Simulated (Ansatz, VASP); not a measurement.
## Cu: VASP beside Ansatz

The input INCAR:

```
PREC = Accurate
ENCUT = 520
EDIFF = 1E-6
ISMEAR = -1
SIGMA = 0.1
LREAL = F
LASPH = T
NELM = 80
ALGO = Normal
ISIF = 2
LWAVE = F
LCHARG = T
GGA = CA
LELF = T
LVHAR = T
NBANDS = 30
```

The input KPOINTS:

```
regular mesh
0
Gamma
  19 19 5
```

File POSCAR:

```
Cu
1.0
    2.4199157783      0.0000000000      0.0000000000
   -1.2099578891      2.0957085390      0.0000000000
    0.0000000000      0.0000000000      7.9064757265
Cu
4
Direct
    0.0000000000      1.0000000000      1.0000000000
    1.0000000000      1.0000000000      0.5000000000
    0.3333333333      0.6666666667      0.2500000000
    0.6666666667      0.3333333333      0.7500000000
```

Input for Ansatz:

```yaml
crystal:
  lattice:
    - [2.4199157783, 0.0, 0.0]
    - [-1.2099578891, 2.095708539, 0.0]
    - [0.0, 0.0, 7.9064757265]
  atoms:
    - { symbol: Cu, position: [0.0, 1.0, 1.0] }
    - { symbol: Cu, position: [1.0, 1.0, 0.5] }
    - { symbol: Cu, position: [0.3333333333, 0.6666666667, 0.25] }
    - { symbol: Cu, position: [0.6666666667, 0.3333333333, 0.75] }
hamiltonian:
  xc: lda
  pseudopotentials:
    kind: paw
    azcp:
      Cu: "pseudopotentials/Cu.paw.azcp"
basis:
  ecutwfc: 420
  fft_grid_basis: typed
kpoints:
  mp_grid: { grid: [19, 19, 5], shift: [0, 0, 0] }
magnetization:
  spin_polarized: false
scf:
  occupations: { method: fermi_dirac, width: 0.1 }
output:
  stress: true
```

Alike in both runs: task single point; functional LDA; k mesh 19 × 19 × 5; occupations fermi-dirac, width 0.1 eV; no spin polarisation.

|  | VASP | Ansatz |
| --- | --- | --- |
| version | VASP 6.6.1 | Ansatz 0.2.0 |
| potentials or method | VASP PAW LDA potentials, release 64 (Cu), cutoff 520 eV | plane waves (420 eV) with PAW, scalar-relativistic |
| valence electrons in the cell | 44 | 76 |

```csv
,VASP,Ansatz,Ansatz less VASP
pressure (GPa),20.5,19.1,-1.32
"traceless stress, the component that is largest in VASP (GPa)",0.76,0.76,+0.003
```

Ansatz warns that its potentials were made for another functional, while VASP's fit it. LDA's correlation is that of Perdew and Zunger in VASP and of Perdew and Wang (1992) in Ansatz. VASP's potentials hold 44 valence electrons a cell and Ansatz's 76, so a difference there can come from the potentials and not from the codes.
